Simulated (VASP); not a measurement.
Sb, 1 atom in the cell. The structure is cubic, space group Fm-3m (No. 225). Conventional cell: a = 4.742 Å, b = 4.742 Å, c = 4.742 Å, α = 90.00°, β = 90.00°, γ = 90.00°. Sb (site symmetry m-3m) has 12 Sb at 3.35 Å within 4.4 Å. 

- Program: VASP 6.6.1
- Task: single point
- Functional: RPBE
- Potentials or basis: VASP PAW PBE potentials, release 64 (Sb)
- Cutoff: 520 eV
- k mesh: 10 × 10 × 10
- Occupations: fermi-dirac, width 0.05 eV
- Spin: no spin polarisation
- Dipole correction: no
- Further INCAR settings: ALGO = Normal; EDIFF = 1e-07; NBANDS = 8

Potentials or basis: VASP PAW PBE potentials, release 64 (Sb).

Launch:

```console
$ cat potpaw_PBE.64/Sb/POTCAR > POTCAR
$ mpirun -np 1 vasp_std > vasp.out
```

Hardware: 1 thread of AMD EPYC 9R45 96-Core Processor (Zen 5) (shared host).

Estimate the wall time of this run.

Run time: 6 s on 1 thread of AMD EPYC 9R45 96-Core Processor (Zen 5), on a shared host, peak memory 0.12 GiB. Counts: scf iterations 12, k points 47.
